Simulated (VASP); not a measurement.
# Si (Ia-3) in VASP: further runs

The runs below take Si through single point, with r2SCAN.

Everything below comes from runs of VASP 6.6.1. Logs are shortened: lines on timing, memory, paths and dates and some standing lists are left out, and cuts for length are marked.

### Step 1. The cell of the first run

Symmetry: Ia-3, No. 206, cubic system. The conventional cell has a = 6.315 Å, b = 6.315 Å, c = 6.315 Å, α = 90.00°, β = 90.00°, γ = 90.00°. Si (site symmetry 3) has 4 Si at 2.20 to 2.27 Å within 2.9 Å.

### Step 2. Single point, r2SCAN (strain -0.050 along x and y, -0.050 along z)

Input file POSCAR:

```
Si
1.0
   -3.1574338190      3.1574338190      3.1574338190
    3.1574338190     -3.1574338190      3.1574338190
    3.1574338190      3.1574338190     -3.1574338190
Si
8
Direct
    0.2013996517      0.2013996517      0.2013996517
    0.5000000000      0.0000000000      0.2986003483
    0.2986003483      0.5000000000      0.0000000000
    0.0000000000      0.2986003483      0.5000000000
    0.7986003483      0.7986003483      0.7986003483
    0.5000000000      0.0000000000      0.7013996517
    0.7013996517      0.5000000000      0.0000000000
    0.0000000000      0.7013996517      0.5000000000
```

Input file INCAR.step1:

```
SYSTEM = Si
PREC = Accurate ; ENCUT = 520
ISMEAR = 0 ; SIGMA = 0.15
LREAL = .FALSE. ; LASPH = .TRUE.
NELM = 60 ; NBANDS = 26
GGA = PE ; ALGO = Normal
EDIFF = 1E-4 ; LWAVE = .TRUE.
LCHARG = .FALSE.
```

Input file INCAR.step2:

```
SYSTEM = Si
PREC = Accurate ; ENCUT = 520
EDIFF = 1E-6 ; ISMEAR = 0
SIGMA = 0.15 ; LREAL = .FALSE.
LASPH = .TRUE. ; NELM = 60
ALGO = Normal ; ISIF = 2
LWAVE = .FALSE. ; LCHARG = .TRUE.
METAGGA = R2SCAN ; LMIXTAU = .TRUE.
LELF = .TRUE. ; LVHAR = .TRUE.
NBANDS = 26 ; ISTART = 1
```

Input file KPOINTS:

```
regular mesh
0
G
  8 8 8
  0 0 0
```

Potentials or basis: VASP PAW PBE potentials, release 64 (Si).

On the command line:

```
cat potpaw_PBE.64/Si/POTCAR > POTCAR
cp INCAR.step1 INCAR
mpirun -np 1 vasp_std > vasp.out
cp INCAR.step2 INCAR
mpirun -np 1 vasp_std > vasp.out
```

OUTCAR:

```text
SYSTEM = Si
   PREC = Accurate
   ENCUT = 520
   EDIFF = 1E-6
   ISMEAR = 0
   LREAL = .FALSE.
   LASPH = .TRUE.
   NELM = 60
   ISIF = 2
   METAGGA = R2SCAN
   ISTART = 1

 ion  position               nearest neighbor table
   1  0.201  0.201  0.201-   5 2.20   3 2.27   4 2.27   2 2.27
   2  0.500  0.000  0.299-   6 2.20   4 2.27   1 2.27   3 2.27
   3  0.299  0.500  0.000-   7 2.20   1 2.27   4 2.27   2 2.27
   4  0.000  0.299  0.500-   8 2.20   3 2.27   1 2.27   2 2.27
   5  0.799  0.799  0.799-   1 2.20   6 2.27   7 2.27   8 2.27
   6  0.500  0.000  0.701-   2 2.20   5 2.27   8 2.27   7 2.27
   7  0.701  0.500  0.000-   3 2.20   5 2.27   8 2.27   6 2.27
   8  0.000  0.701  0.500-   4 2.20   5 2.27   6 2.27   7 2.27

  LATTYP: Found a body centered cubic cell.
 ALAT       =     6.3148676380

  Lattice vectors:

 A1 = (  -3.1574338190,   3.1574338190,   3.1574338190)
 A2 = (   3.1574338190,  -3.1574338190,   3.1574338190)
 A3 = (   3.1574338190,   3.1574338190,  -3.1574338190)

Analysis of symmetry for initial positions (statically):
=====================================================================
 Subroutine PRICEL returns:
 Original cell was already a primitive cell.

 Routine SETGRP: Setting up the symmetry group for a
 body centered cubic supercell.

 Subroutine GETGRP returns: Found 24 space group operations
 (whereof  6 operations were pure point group operations)
 out of a pool of 48 trial point group operations.

The static configuration has the point symmetry S_6 .
 The point group associated with its full space group is T_h .

Analysis of symmetry for dynamics (positions and initial velocities):
=====================================================================
 Subroutine PRICEL returns:
 Original cell was already a primitive cell.

 Routine SETGRP: Setting up the symmetry group for a
 body centered cubic supercell.

 Subroutine GETGRP returns: Found 24 space group operations
 (whereof  6 operations were pure point group operations)
 out of a pool of 48 trial point group operations.

The dynamic configuration has the point symmetry S_6 .
 The point group associated with its full space group is T_h .

 Subroutine INISYM returns: Found 24 space group operations
 (whereof  6 operations are pure point group operations),
 and found     1 'primitive' translations
[... 109 lines left out ...]
   EDIFFG = 0.1E-04   stopping-criterion for IOM
   NSW    =      0    number of steps for IOM
   IBRION =     -1    ionic relax: 0-MD 1-quasi-New 2-CG
   NFREE  =      0    steps in history (QN), initial steepest desc. (CG)
   ISIF   =      2    stress and relaxation
   ISYM   =      2    0-nonsym 1-usesym 2-fastsym
   POTIM  = 0.5000    time-step for ionic-motion
   TEBEG  =    0.0;   TEEND  =   0.0 temperature during run
   PSTRESS=    0.0 pullay stress
   NELECT =      32.0000    total number of electrons
   NUPDOWN=      -1.0000    fix difference up-down
   EMIN   =  10.00;   EMAX   =-10.00  energy-range for DOS
   EFERMI =   0.00;   METHOD = LEGACY
   ISMEAR =     0;   SIGMA  =   0.15  broadening in eV -4-tet -1-fermi 0-gaus
   EFERMI_NEDOS =   21; number of points for ismear=-14 and -15
   IALGO  =     38    algorithm
   IMIX   =      4    mixing-type and parameters
     AMIX     =   0.40;   BMIX     =  1.00
     AMIX_MAG =   1.60;   BMIX_MAG =  1.00
  volume/ion in A,a.u.               =      15.74       106.21
  Fermi-wavevector in a.u.,A,eV,Ry     =   1.036980  1.959609 14.630732  1.075328
  Thomas-Fermi vector in A             =   2.171397
   LORBIT       =      0    0 simple, 1 ext, 2 COOP (PROOUT), +10 PAW based schemes
   METAGGA = R2SCAN    functional components
   LHFCALC =     F    Hartree Fock is set to
   AEXX    =    0.0000 exact exchange contribution
   IVDW    =     0    specifies the selected vdW correction
   LEPSILON=     F    determine dielectric tensor
   LRPA    =     F    only Hartree local field effects (RPA)
 non-spin polarized calculation
 Gauss-broadening in eV      SIGMA  =   0.15
  energy-cutoff  :      520.00
  volume of cell :      125.91
 maximum number of plane-waves:      3412
 NGX is ok and might be reduce to    42
   NGX = 21   NGY = 21   NGZ = 21

 number of electron      32.0000001 magnetization

 Free energy of the ion-electron system (eV)
  ---------------------------------------------------
  ext. energy  EPLUGINS =         0.00000000
  ---------------------------------------------------
  free energy    TOTEN  =       -67.47299546 eV

  energy without entropy =      -67.46651546  energy(sigma->0) =      -67.46975546

 E-fermi :   8.8492     XC(G=0): -11.0241

 val. band max:        8.8324714847   @ k =   0.5000   0.5000   0.3750
 cond. band min:       9.0223620418   @ k =   0.5000   0.5000   0.1250
 fundamental gap:      0.1898905571
 Fermi energy:         8.8491868584

 k-point     1 :       0.0000    0.0000    0.0000
  band No.  band energies     occupation
      1      -5.7152      2.00000
      2      -0.2014      2.00000
      3      -0.0462      2.00000
      4      -0.0462      2.00000
      5      -0.0462      2.00000
      6       1.5956      2.00000
[... 685 lines left out ...]
     25      13.5519      0.00000
     26      13.8847      0.00000

 [... further k-points ...]

------------------------ aborting loop because EDIFF is reached ----------------------------------------

  FORCE on cell =-STRESS in cart. coord.  units (eV):
  Direction    XX          YY          ZZ          XY          YZ          ZX
  --------------------------------------------------------------------------------------
  -------------------------------------------------------------------------------------
  Total       16.9660060     16.9660060     16.9660060     -0.0000000     -0.0000000     -0.0000000
  in kB      215.8874712    215.8874712    215.8874712     -0.0000000     -0.0000000     -0.0000000
  external PRESSURE =     215.8874712 kB  Pullay stress =       0.0000000 kB

 VOLUME and BASIS-vectors are now :
 -----------------------------------------------------------------------------
  energy-cutoff  :      520.00
  volume of cell :      125.91
      direct lattice vectors                 reciprocal lattice vectors
    -3.157433819  3.157433819  3.157433819     0.000000000  0.158356447  0.158356447
     3.157433819 -3.157433819  3.157433819     0.158356447  0.000000000  0.158356447
     3.157433819  3.157433819 -3.157433819     0.158356447  0.158356447  0.000000000

 POSITION                                       TOTAL-FORCE (eV/Angst)
 -----------------------------------------------------------------------------------
      0.63591      0.63591      0.63591         0.527571      0.527571      0.527571
     -0.63591      2.52153      0.63591        -0.527571     -0.527571      0.527571
      0.63591     -0.63591      2.52153         0.527571     -0.527571     -0.527571
      2.52153      0.63591     -0.63591        -0.527571      0.527571     -0.527571
      2.52153      2.52153      2.52153        -0.527571     -0.527571     -0.527571
      0.63591      3.79334     -0.63591         0.527571      0.527571     -0.527571
     -0.63591      0.63591      3.79334        -0.527571      0.527571      0.527571
      3.79334     -0.63591      0.63591         0.527571     -0.527571      0.527571
 -----------------------------------------------------------------------------------
    total drift:                               -0.000000     -0.000000      0.000000

  FREE ENERGIE OF THE ION-ELECTRON SYSTEM (eV)
  ---------------------------------------------------
  free  energy   TOTEN  =       -67.4729954630 eV

  energy  without entropy=      -67.4665154609  energy(sigma->0) =      -67.46975546
```

OSZICAR.step1:

```text
N       E                     dE             d eps       ncg     rms          rms(c)
DAV:   1     0.631429017715E+02    0.63143E+02   -0.12495E+04  1820   0.104E+03
DAV:   2    -0.369924690785E+02   -0.10014E+03   -0.91852E+02  2270   0.151E+02
DAV:   3    -0.417271119830E+02   -0.47346E+01   -0.46189E+01  2420   0.292E+01
DAV:   4    -0.417945631143E+02   -0.67451E-01   -0.67180E-01  2244   0.426E+00
DAV:   5    -0.417956777107E+02   -0.11146E-02   -0.11128E-02  2406   0.489E-01    0.116E+01
DAV:   6    -0.410456182776E+02    0.75006E+00   -0.51208E-01  2196   0.313E+00    0.698E+00
DAV:   7    -0.408330627494E+02    0.21256E+00   -0.65555E-01  2284   0.344E+00    0.104E+00
DAV:   8    -0.408255506523E+02    0.75121E-02   -0.10189E-01  2080   0.156E+00    0.466E-01
DAV:   9    -0.408260584139E+02   -0.50776E-03   -0.73142E-03  2192   0.452E-01    0.195E-01
DAV:  10    -0.408251143687E+02    0.94405E-03   -0.13559E-03  2144   0.189E-01    0.536E-02
DAV:  11    -0.408250967064E+02    0.17662E-04   -0.54655E-04  2184   0.957E-02
   1 F= -.40825097E+02 E0= -.40819301E+02  d E =-.115905E-01
```

Run time: 3.2 min. Hardware: 1 thread of Intel Xeon 6975P-C (Granite Rapids), shared host; peak memory 0.31 GiB.

Results:

| Property | Result |
| --- | --- |
| Free energy | -67.4730 eV |
| Pressure | 21.6 GPa |
| Largest force | 0.914 eV/Å |
| Band gap on the k mesh | zero (bands 16 and 17 overlap by 0.20 eV) |

Forces on the atoms (eV/Å):
```
Si   0.528  0.528  0.528
Si  -0.528 -0.528  0.528
Si   0.528 -0.528 -0.528
Si  -0.528  0.528 -0.528
Si  -0.528 -0.528 -0.528
Si   0.528  0.528 -0.528
Si  -0.528  0.528  0.528
Si   0.528 -0.528  0.528
```

Caveat: the cell differs from its parent crystal (strain -0.050 along x and y, -0.050 along z); the cell stands under pressure; semilocal functionals underestimate gaps, and a narrow one can read as zero; the PAW data sets were made with another functional, which shifts forces and pressure a little.

(Part 1 of 2 ends here.)

The gap in the log of VASP goes by the Fermi energy; the results here count the filled bands.